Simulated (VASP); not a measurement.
Input of a VASP 6.6.1 run:

The input INCAR:

```
PREC     = Accurate       # precision mode
ENCUT    = 500            # plane-wave cutoff, eV
EDIFF    = 1E-6           # SCF threshold, eV
ISMEAR   = -1             # smearing method
SIGMA    = 0.1            # smearing width, eV
LREAL    = F              # projectors in reciprocal space
LASPH    = T              # aspherical terms in the spheres
NELM     = 120            # most SCF steps
ALGO     = Normal         # electronic algorithm
ISIF     = 2              # what is computed and relaxed
LWAVE    = F              # write WAVECAR
LCHARG   = F              # write CHGCAR
GGA      = B5             # functional
ALDAX    = 1.0          
AGGAX    = 1.0          
AGGAC    = 1.0          
ALDAC    = 0.0          
NBANDS   = 11             # bands
GGA_COMPAT= F
```

The input KPOINTS:

```
Automatic mesh
0
Gamma
  9 9 9
```

Contents of POSCAR:

```
Sr
1.0
    4.0185514218      0.0000000000      0.0000000000
    0.0000000000      4.0185514218      0.0000000000
    0.0000000000      0.0000000000      4.0185514218
Sr
1
Direct
    0.0000000000      0.0000000000      0.0000000000
```

Potentials or basis: VASP PAW PBE potentials, release 64 (Sr_sv).

Command:

```sh
$ cat potpaw_PBE.64/Sr_sv/POTCAR > POTCAR
$ mpirun -np 1 vasp_std > vasp.out
```

Question: Predict the band gap on the k mesh.

Answer: Zero (band 5 reaches 1.85 eV, above the bottom of band 6 at 1.38 eV).

Question: What does it give for the pressure?

Answer: -0.2 GPa.

Caveat: the PAW data sets were made with another functional, which shifts forces and pressure a little.
